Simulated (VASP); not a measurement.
W, 1 atom in the cell. Symmetry: Fm-3m, No. 225, cubic system. The conventional cell has a = 4.060 Å, b = 4.060 Å, c = 4.060 Å, α = 90.00°, β = 90.00°, γ = 90.00°. Within 3.8 Å of W (site symmetry m-3m) lie 12 W at 2.87 Å. 

* Program: VASP 6.6.1
* Task: single point
* Functional: PBE
* Potentials or basis: VASP PAW PBE potentials, release 64 (W_sv)
* Cutoff: 520 eV
* k mesh: 12 × 12 × 12
* Occupations: gaussian, width 0.05 eV
* Spin: no spin polarisation
* Dipole correction: no
* Further INCAR settings: ALGO = Normal; EDIFF = 1e-07; NBANDS = 13

Potentials or basis: VASP PAW PBE potentials, release 64 (W_sv).

The run is started by

```bash
$ cat potpaw_PBE.64/W_sv/POTCAR > POTCAR
$ mpirun -np 1 vasp_std > vasp.out
```

Hardware: 1 thread of Intel Xeon 8259CL, on a shared host.

Question: How long does it take, and how much memory?

Answer: It took 17 s on 1 thread of Intel Xeon 8259CL, on a shared host, peak memory 0.15 GiB. Counts: scf iterations 13, k points 72.
